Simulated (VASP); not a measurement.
# BP (F-43m) in VASP: further runs

Runs on BP. Level: PBE. Tasks: elastic constants, density of states.

Everything below comes from runs of VASP 6.6.1. Logs are shortened: lines on timing, memory, paths and dates and some standing lists are left out, and cuts for length are marked.

## (1) The cell of the first run

Symmetry: F-43m, No. 216, cubic system. The conventional cell has a = 4.548 Å, b = 4.548 Å, c = 4.548 Å, α = 90.00°, β = 90.00°, γ = 90.00°. Within 2.6 Å of B (site symmetry -43m) lie 4 P at 1.97 Å. Within 2.6 Å of P (site symmetry -43m) lie 4 B at 1.97 Å.

## (2) Elastic constants, PBE

The input, INCAR:

```
ALGO     = Normal         # electronic algorithm
EDIFF    = 1E-8           # SCF threshold, eV
ENCUT    = 600            # plane-wave cutoff, eV
GGA      = PE             # functional
IBRION   = 6              # ionic algorithm
ISIF     = 3              # what is computed and relaxed
ISMEAR   = 0              # smearing method
LASPH    = True           # aspherical terms in the spheres
LCHARG   = False          # write CHGCAR
LREAL    = False          # projectors in reciprocal space
LWAVE    = False          # write WAVECAR
NELM     = 100            # most SCF steps
NFREE    = 2            
NSW      = 1              # ionic steps
POTIM    = 0.015          # step
PREC     = Accurate       # precision mode
SIGMA    = 0.01           # smearing width, eV
```

The input, KPOINTS:

```
k-points
0
Gamma
  10 10 10
```

The input, POSCAR:

```
BP
1.0
    0.0000000000      2.2741906125      2.2741906125
    2.2741906125      0.0000000000      2.2741906125
    2.2741906125      2.2741906125      0.0000000000
B P
1 1
Direct
    0.0000000000      0.0000000000      0.0000000000
    0.2500000000      0.2500000000      0.2500000000
```

Potentials or basis: VASP PAW PBE potentials, release 64 (B, P).

Started as:

```console
$ cat potpaw_PBE.64/B/POTCAR potpaw_PBE.64/P/POTCAR > POTCAR
$ mpirun -np 1 vasp_std > vasp.out
```

OUTCAR:

```text
EDIFF = 1E-8
   ENCUT = 600
   GGA = PE
   IBRION = 6
   ISIF = 3
   ISMEAR = 0
   LASPH = True
   LREAL = False
   NELM = 100
   NFREE = 2
   NSW = 1
   POTIM = 0.015
   PREC = Accurate

 ion  position               nearest neighbor table
   1  0.000  0.000  0.000-   2 1.97   2 1.97   2 1.97   2 1.97
   2  0.250  0.250  0.250-   1 1.97   1 1.97   1 1.97   1 1.97

  LATTYP: Found a face centered cubic cell.
 ALAT       =     4.5483812250

  Lattice vectors:

 A1 = (   0.0000000000,   2.2741906125,   2.2741906125)
 A2 = (   2.2741906125,   0.0000000000,   2.2741906125)
 A3 = (   2.2741906125,   2.2741906125,   0.0000000000)

Analysis of symmetry for initial positions (statically):
=====================================================================
 Subroutine PRICEL returns:
 Original cell was already a primitive cell.

 Routine SETGRP: Setting up the symmetry group for a
 face centered cubic supercell.

 Subroutine GETGRP returns: Found 24 space group operations
 (whereof 24 operations were pure point group operations)
 out of a pool of 48 trial point group operations.

The static configuration has the point symmetry T_d .

Analysis of symmetry for dynamics (positions and initial velocities):
=====================================================================
 Subroutine PRICEL returns:
 Original cell was already a primitive cell.

 Routine SETGRP: Setting up the symmetry group for a
 face centered cubic supercell.

 Subroutine GETGRP returns: Found 24 space group operations
 (whereof 24 operations were pure point group operations)
 out of a pool of 48 trial point group operations.

The dynamic configuration has the point symmetry T_d .

 Subroutine INISYM returns: Found 24 space group operations
 (whereof 24 operations are pure point group operations),
[... 346 lines left out ...]
  band No.  band energies     occupation
      1      -8.0477      2.00000
      2       7.2358      2.00000
      3       7.3526      2.00000
      4       7.4671      2.00000
      5      10.6644      0.00000
      6      10.7408      0.00000
      7      10.8201      0.00000
      8      14.6211      0.00000
[... 243 lines left out ...]
 k-point    24 :       0.4000    0.3000    0.0000
  band No.  band energies     occupation
      1      -5.1246      2.00000
      2       1.1790      2.00000
      3       3.3601      2.00000
      4       3.8570      2.00000
      5       9.1623      0.00000
      6      10.9768      0.00000
      7      16.7798      0.00000
      8      16.8284      0.00000

 [... further k-points ...]
[... 5 lines left out ...]
  --------------------------------------------------------------------------------------
  -------------------------------------------------------------------------------------
  Total       -0.0316235     -0.0279667     -0.0279667      0.0000000      0.1049050      0.0000000
  in kB       -2.1538196     -1.9047612     -1.9047612      0.0000000      7.1449007      0.0000000
  external PRESSURE =      -1.9877807 kB  Pullay stress =       0.0000000 kB
[... 17 lines left out ...]
  FREE ENERGIE OF THE ION-ELECTRON SYSTEM (eV)
  ---------------------------------------------------
  free  energy   TOTEN  =       -12.9303568425 eV

  energy  without entropy=      -12.9303568425  energy(sigma->0) =      -12.93035684

 INTERNAL STRAIN TENSORS FROM STRAINED CELLS
 ============================================

 INTERNAL STRAIN TENSOR FOR ION    1 for displacements in x,y,z  (eV/Angst):
          X           Y           Z          XY          YZ          ZX
  --------------------------------------------------------------------------------
  x     0.00000     0.00000     0.00000    -0.00000     7.00491     0.00000
  y    -0.00000     0.00000     0.00000    -0.00000     0.00000     7.00484
  z    -0.00000     0.00000     0.00000     7.00483     0.00000     0.00000

 INTERNAL STRAIN TENSORS FROM DISPLACED ATOMS
 ============================================

 INTERNAL STRAIN TENSOR FOR ION    1 for displacements in x,y,z  (eV/Angst):
          X           Y           Z          XY          YZ          ZX
  --------------------------------------------------------------------------------
  x     0.00000     0.00000     0.00000     0.00000     7.00328     0.00000
  y     0.00000     0.00000     0.00000     0.00000     0.00000     7.00328
  z     0.00000     0.00000     0.00000     7.00328     0.00000     0.00000

 INTERNAL STRAIN TENSOR FOR ION    2 for displacements in x,y,z  (eV/Angst):
          X           Y           Z          XY          YZ          ZX
  --------------------------------------------------------------------------------
  x     0.00000     0.00000     0.00000     0.00000    -6.99683     0.00000
  y     0.00000     0.00000     0.00000     0.00000     0.00000    -6.99683
  z     0.00000     0.00000     0.00000    -6.99683     0.00000     0.00000

 Eigenvectors and eigenvalues of the dynamical matrix
 ----------------------------------------------------

   1 f  =   23.935996 THz   150.394295 2PiTHz  798.418869 cm-1    98.991279 meV
             X         Y         Z           dx          dy          dz
      0.000000  0.000000  0.000000     0.860978   -0.000000    0.000000
      1.137095  1.137095  1.137095    -0.508642    0.000000    0.000000
[... 21 lines left out ...]
   6 f/i=    0.000338 THz     0.002124 2PiTHz    0.011275 cm-1     0.001398 meV
             X         Y         Z           dx          dy          dz
      0.000000  0.000000  0.000000    -0.359664    0.359664    0.000000
      1.137095  1.137095  1.137095    -0.608803    0.608803    0.000000

--------------------------------------------------------------------------------------------------------

 ELASTIC MODULI CONTR FROM IONIC RELAXATION (kBar)
 Direction    XX          YY          ZZ          XY          YZ          ZX
 --------------------------------------------------------------------------------
 XX          -0.0000     -0.0000     -0.0000      0.0000      0.0000      0.0000
 YY          -0.0000     -0.0000     -0.0000      0.0000      0.0000      0.0000
 ZZ          -0.0000     -0.0000     -0.0000      0.0000      0.0000      0.0000
 XY           0.0000      0.0000      0.0000   -177.6501      0.0000      0.0000
 YZ           0.0000      0.0000      0.0000      0.0000   -177.6501      0.0000
 ZX           0.0000      0.0000      0.0000      0.0000      0.0000   -177.6501
 --------------------------------------------------------------------------------

 TOTAL ELASTIC MODULI (kBar)
 Direction    XX          YY          ZZ          XY          YZ          ZX
 --------------------------------------------------------------------------------
 XX        3392.7087    726.3059    726.3059      0.0000      0.0000      0.0000
 YY         726.3059   3392.7087    726.3059      0.0000      0.0000     -0.0000
 ZZ         726.3059    726.3059   3392.7087      0.0000      0.0000      0.0000
 XY           0.0000      0.0000      0.0000   1851.9245      0.0000      0.0000
 YZ           0.0000      0.0000      0.0000      0.0000   1851.9245      0.0000
 ZX           0.0000     -0.0000      0.0000      0.0000      0.0000   1851.9245
 --------------------------------------------------------------------------------
```

It took 7.7 min on 1 thread of Intel Xeon Platinum 8259CL at 2.50GHz (Skylake/Cascade Lake), shared host; peak memory 0.27 GiB.

Results:

```yaml
Elastic_constants_C11_C12_C44: 339, 73, 185 GPa
Voigt_bulk_modulus: 162 GPa
Highest_phonon_frequency_at_Γ_LO-TO_splitting_left_out: 798 cm⁻¹
```

Phonon frequencies in cm⁻¹ (negative: imaginary):
| q point | frequencies |
| --- | --- |
| (0.000, 0.000, 0.000) | 0 0 0 798 798 798 |

Elastic tensor in Voigt notation (GPa, in the Cartesian axes of the cell as first typed):
```
339  73  73   0   0   0
 73 339  73   0   0   0
 73  73 339   0   0   0
  0   0   0 185   0   0
  0   0   0   0 185   0
  0   0   0   0   0 185
```

Clamped-ion elastic tensor (GPa):
```
339  73  73   0   0   0
 73 339  73   0   0   0
 73  73 339   0   0   0
  0   0   0 203   0   0
  0   0   0   0 203   0
  0   0   0   0   0 203
```

## (3) Density of states, PBE

The input, POSCAR:

```
BP
1.0
    0.0000000000      2.2741519252      2.2741519252
    2.2741519252      0.0000000000      2.2741519252
    2.2741519252      2.2741519252      0.0000000000
B P
1 1
Direct
    0.0000000000      0.0000000000      0.0000000000
    0.2500000000      0.2500000000      0.2500000000
```

The input, INCAR.step1:

```
  ALGO = Normal
  EDIFF = 1E-6
  ENCUT = 520
  GGA = PE
  ISIF = 2
  ISMEAR = 0
  LASPH = True
  LCHARG = True
  LREAL = False
  LWAVE = False
  NBANDS = 11
  NELM = 100
  PREC = Accurate
  SIGMA = 0.02
```

The input, KPOINTS.step1:

```
k-points
0
Gamma
  10 10 10
```

The input, INCAR.step2:

```
  ALGO = Normal
  EDIFF = 1E-6
  ENCUT = 520
  GGA = PE
  ICHARG = 11
  ISIF = 2
  ISMEAR = -5
  LASPH = True
  LCHARG = False
  LORBIT = 10
  LREAL = False
  LWAVE = False
  NBANDS = 11
  NEDOS = 1001
  NELM = 100
  PREC = Accurate
  SIGMA = 0.02
```

The input, KPOINTS.step2:

```
k-points
0
Gamma
  15 15 15
```

Potentials or basis: VASP PAW PBE potentials, release 64 (B, P).

Started as:

```console
$ cat potpaw_PBE.64/B/POTCAR potpaw_PBE.64/P/POTCAR > POTCAR
$ cp INCAR.step1 INCAR
$ cp KPOINTS.step1 KPOINTS
$ mpirun -np 1 vasp_std > vasp.out
$ cp INCAR.step2 INCAR
$ cp KPOINTS.step2 KPOINTS
$ mpirun -np 1 vasp_std > vasp.out
```

OUTCAR:

```text
EDIFF = 1E-6
   ENCUT = 520
   GGA = PE
   ICHARG = 11
   ISIF = 2
   ISMEAR = -5
   LASPH = True
   LORBIT = 10
   LREAL = False
   NELM = 100
   PREC = Accurate

 ion  position               nearest neighbor table
   1  0.000  0.000  0.000-   2 1.97   2 1.97   2 1.97   2 1.97
   2  0.250  0.250  0.250-   1 1.97   1 1.97   1 1.97   1 1.97

  LATTYP: Found a face centered cubic cell.
 ALAT       =     4.5483038504

  Lattice vectors:

 A1 = (   0.0000000000,   2.2741519252,   2.2741519252)
 A2 = (   2.2741519252,   0.0000000000,   2.2741519252)
 A3 = (   2.2741519252,   2.2741519252,   0.0000000000)

Analysis of symmetry for initial positions (statically):
=====================================================================
 Subroutine PRICEL returns:
 Original cell was already a primitive cell.

 Routine SETGRP: Setting up the symmetry group for a
 face centered cubic supercell.

 Subroutine GETGRP returns: Found 24 space group operations
 (whereof 24 operations were pure point group operations)
 out of a pool of 48 trial point group operations.

The static configuration has the point symmetry T_d .

[... 174 lines left out ...]
      5      10.7433      0.00000
      6      10.7433      0.00000
      7      10.7433      0.00000
      8      14.6234      0.00000
      9      18.8198      0.00000
     10      19.4619      0.00000
     11      19.4619      0.00000
[... 309 lines left out ...]
 k-point    24 :       0.2000    0.1333    0.0000
  band No.  band energies     occupation
      1      -7.3345      2.00000
      2       4.7410      2.00000
      3       5.6529      2.00000
      4       5.9821      2.00000
      5      10.0635      0.00000
      6      12.9757      0.00000
      7      13.1330      0.00000
      8      14.4227      0.00000
      9      18.0322      0.00000
     10      19.9505      0.00000
     11      20.8579      0.00000

 [... further k-points ...]
[... 5 lines left out ...]
  --------------------------------------------------------------------------------------
  -------------------------------------------------------------------------------------
  Total       -0.0321130     -0.0321130     -0.0321130      0.0000000     -0.0000000      0.0000000
  in kB       -2.1872701     -2.1872701     -2.1872701      0.0000000     -0.0000000      0.0000000
  external PRESSURE =      -2.1872701 kB  Pullay stress =       0.0000000 kB

 VOLUME and BASIS-vectors are now :
 -----------------------------------------------------------------------------
  energy-cutoff  :      520.00
  volume of cell :       23.52
      direct lattice vectors                 reciprocal lattice vectors
     0.000000000  2.274151925  2.274151925    -0.219862180  0.219862180  0.219862180
     2.274151925  0.000000000  2.274151925     0.219862180 -0.219862180  0.219862180
     2.274151925  2.274151925  0.000000000     0.219862180  0.219862180 -0.219862180

 POSITION                                       TOTAL-FORCE (eV/Angst)
 -----------------------------------------------------------------------------------
      0.00000      0.00000      0.00000        -0.000000     -0.000000     -0.000000
      1.13708      1.13708      1.13708         0.000000      0.000000      0.000000
 -----------------------------------------------------------------------------------
    total drift:                                0.000000      0.000000      0.000000

  FREE ENERGIE OF THE ION-ELECTRON SYSTEM (eV)
  ---------------------------------------------------
  free  energy   TOTEN  =       -12.9312099244 eV

  energy  without entropy=      -12.9312099244  energy(sigma->0) =      -12.93120992

 total charge

# of ion       s       p       d       tot
------------------------------------------
    1        0.666   1.266   0.000   1.932
    2        0.992   1.572   0.000   2.565
--------------------------------------------------
tot          1.659   2.838   0.000   4.497
```

OUTCAR.step1:

```text
EDIFF = 1E-6
   ENCUT = 520
   GGA = PE
   ISIF = 2
   ISMEAR = 0
[... 557 lines left out ...]
 -----------------------------------------------------------------------------------
      0.00000      0.00000      0.00000         0.000000     -0.000000      0.000000
      1.13708      1.13708      1.13708        -0.000000      0.000000     -0.000000
 -----------------------------------------------------------------------------------
    total drift:                                0.000000      0.000000      0.000000

  FREE ENERGIE OF THE ION-ELECTRON SYSTEM (eV)
  ---------------------------------------------------
  free  energy   TOTEN  =       -12.9308977581 eV

  energy  without entropy=      -12.9308977581  energy(sigma->0) =      -12.93089776
```

Run time: 12 s. Hardware: 1 thread of Intel Xeon Platinum 8488C (Sapphire Rapids), shared host; peak memory 0.14 GiB.

What came out:

```
Valence electrons inside the program's atomic spheres : B 1.93; P 2.56
```
